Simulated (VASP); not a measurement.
# SnO2: single point with PBEsol

Crystal: SnO2.

```
CELL_PARAMETERS angstrom
-2.04569 2.04569 5.24055
2.04569 -2.04569 5.24055
2.04569 2.04569 -5.24055
ATOMIC_POSITIONS crystal
Sn 0.75000 0.25000 0.50000
Sn 0.00000 0.00000 0.00000
O 0.79652 0.79652 0.00000
O 0.95348 0.45348 0.50000
O 0.20348 0.20348 0.00000
O 0.54652 0.04652 0.50000
```

```
Program                : VASP 6.6.1
Task                   : single point
Functional             : PBEsol
Potentials or basis    : VASP PAW PBE potentials, release 64 (Sn_d, O)
Cutoff                 : 520 eV
k mesh                 : 8 × 8 × 8
Occupations            : gaussian, width 0.01 eV
Spin                   : no spin polarisation
Dipole correction      : no
Further INCAR settings : ALGO = Normal; EDIFF = 1e-06; NBANDS = 35
```

```json
{"Pressure": "-9.1 GPa", "Largest force": "0.420 eV/Å", "Band gap on the k mesh": "0.88 eV (least direct gap 1.22 eV)"}
```

Forces in eV/Å, atoms in the order of the input:
```
Sn   0.000  0.000  0.000
Sn   0.000  0.000  0.000
O    0.000  0.000  0.420
O    0.000  0.000 -0.420
O    0.000  0.000 -0.420
O    0.000  0.000  0.420
```

Stress tensor (GPa, compression positive):
```
 -8.13   0.00   0.00
  0.00  -8.13   0.00
  0.00   0.00 -10.95
```

Levels at points of the mesh, in eV from the valence-band top:
```
           k point  band 22  band 23  band 24  band 25  band 26  band 27  band 28  band 29  band 30  band 31
(0.00, 0.00, 0.00)    -1.05    -0.64    -0.64    -0.34    -0.34     0.88     4.75     8.96     9.08     9.42
(0.50, 0.00, 0.00)    -1.12    -0.72    -0.70    -0.54    -0.45     4.18     5.42     7.37     8.00     9.52
(0.50, 0.50, 0.00)    -0.95    -0.86    -0.86    -0.05    -0.05     6.47     6.47     7.09     7.09     8.00
(0.50, 0.50, 0.50)    -2.69    -0.95    -0.95    -0.25    -0.25     3.48     3.48     7.34     7.34    11.23
```

Wall time 2.5 min on 1 thread of Intel(R) Xeon(R) 6975P-C (Granite Rapids) (shared host), peak memory 0.39 GiB.

Caveat: the cell stands under tension; the PAW data sets were made with another functional, which shifts forces and pressure a little; spin-orbit coupling is left out, which moves the levels of the heavy elements. A k mesh can miss the band edges.
